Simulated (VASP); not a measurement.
Set up this calculation in VASP 6.6.1, as the native input.

```yaml
Task: single point
Functional: PBE
Potentials_or_basis: VASP PAW PBE potentials, release 64 (Zn, Se)
Cutoff: 520 eV
k_mesh: 6 × 6 × 6
Occupations: methfessel-paxton, width 0.05 eV
Spin: no spin polarisation
Dipole_correction: no
Further_INCAR_settings: ALGO = Normal; EDIFF = 1e-07; NBANDS = 16
```

The structure of ZnSe (Stilleite) lies in POSCAR:

```
ZnSe
1.0
    0.0000000000      2.8324246788      2.8324246788
    2.8324246788      0.0000000000      2.8324246788
    2.8324246788      2.8324246788      0.0000000000
Zn Se
1 1
Direct
    0.0000000000      0.0000000000      0.0000000000
    0.2500000000      0.2500000000      0.2500000000
```

These files were run (other wordings do the same):

INCAR

```
ALGO     = Normal         # electronic algorithm
EDIFF    = 1E-7           # SCF threshold, eV
ENCUT    = 520            # plane-wave cutoff, eV
GGA      = PE             # functional
ISIF     = 2              # what is computed and relaxed
ISMEAR   = 1              # smearing method
LASPH    = T              # aspherical terms in the spheres
LCHARG   = T              # write CHGCAR
LELF     = T              # ELF
LREAL    = F              # projectors in reciprocal space
LVHAR    = T            
LWAVE    = F              # write WAVECAR
NBANDS   = 16             # bands
NELM     = 60             # most SCF steps
PREC     = Accurate       # precision mode
SIGMA    = 0.05           # smearing width, eV
```

KPOINTS

```
k-points
0
Gamma
  6 6 6
```

Potentials or basis: VASP PAW PBE potentials, release 64 (Zn, Se).

Command:

```console
$ cat potpaw_PBE.64/Zn/POTCAR potpaw_PBE.64/Se/POTCAR > POTCAR
$ mpirun -np 1 vasp_std > vasp.out
```

Results of the run:

```
Pressure               : 2.5 GPa
Band gap on the k mesh : 1.29 eV, direct
```

It took 9 s on 1 thread of Intel(R) Xeon(R) 6975P-C (Granite Rapids) (shared host), peak memory 0.16 GiB.
